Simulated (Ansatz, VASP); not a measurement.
## One calculation of Cu, two programs

Contents of POSCAR:

```
Cu
1.0
   -1.5149329860      1.5149329860      1.3760814500
    1.5149329860     -1.5149329860      1.3760814500
    1.5149329860      1.5149329860     -1.3760814500
Cu
1
Direct
    0.0000000000      0.0000000000      0.0000000000
```

Contents of INCAR.step1:

```
ALGO = Normal
EDIFF = 1E-4
ENCUT = 520
GGA = PE
ISMEAR = 0
LASPH = True
LCHARG = False
LREAL = False
LWAVE = True
NBANDS = 12
NELM = 60
PREC = Accurate
SIGMA = 0.15
```

Contents of INCAR.step2:

```
ALGO = Normal
EDIFF = 1E-6
ENCUT = 520
ISIF = 2
ISMEAR = 0
ISTART = 1
LASPH = True
LCHARG = True
LELF = True
LMIXTAU = True
LREAL = False
LVHAR = True
LWAVE = False
METAGGA = R2SCAN
NBANDS = 12
NELM = 60
PREC = Accurate
SIGMA = 0.15
```

The input KPOINTS:

```
k-points
0
Gamma
  24 24 24
```

Input for Ansatz:

```yaml
crystal:
  lattice:
    - [-1.514932986, 1.514932986, 1.37608145]
    - [1.514932986, -1.514932986, 1.37608145]
    - [1.514932986, 1.514932986, -1.37608145]
  atoms:
    - { symbol: Cu, position: [0.0, 0.0, 0.0] }
basis:
  ecutwfc: 500
kpoints:
  mp_grid: { grid: [24, 24, 24] }
hamiltonian:
  xc: r2scan
scf:
  occupations: { method: gaussian, width: 0.15 }
output:
  forces: true
  stress: true
  eigenvalues: true
```

Change from the starting cell: strain +0.050 along x and y, +0.000 along z, atoms carried along.

Alike in both runs: task single point; functional r2SCAN; k mesh 24 × 24 × 24; occupations gaussian, width 0.15 eV; no spin polarisation.

|  | VASP | Ansatz |
| --- | --- | --- |
| version | VASP 6.6.1 | Ansatz 0.2.0 |
| potentials or method | VASP PAW PBE potentials, release 64 (Cu), cutoff 520 eV | scalar-relativistic, plane waves, PAW |
| valence electrons in the cell | 11 | 19 |

VASP gave:

| Item | Value |
| --- | --- |
| gap on the k mesh at the Fermi level (eV) | none |
| pressure (GPa) | -11.3 |
| traceless stress, the component that is largest in VASP (GPa) | 0.24 |

Task: Which values does Ansatz return?

Result: gap on the k mesh at the Fermi level (eV): none; pressure (GPa): -11.9; traceless stress, the component that is largest in VASP (GPa): 0.26.

VASP's potentials were made for PBE, not for r2SCAN. A gap of «none» marks a metal or a gap that the smearing closes. The functional is the same, so the differences come from potentials, cutoffs and numerics. VASP's potentials hold 11 valence electrons a cell and Ansatz's 19, so a difference there can come from the potentials and not from the codes.
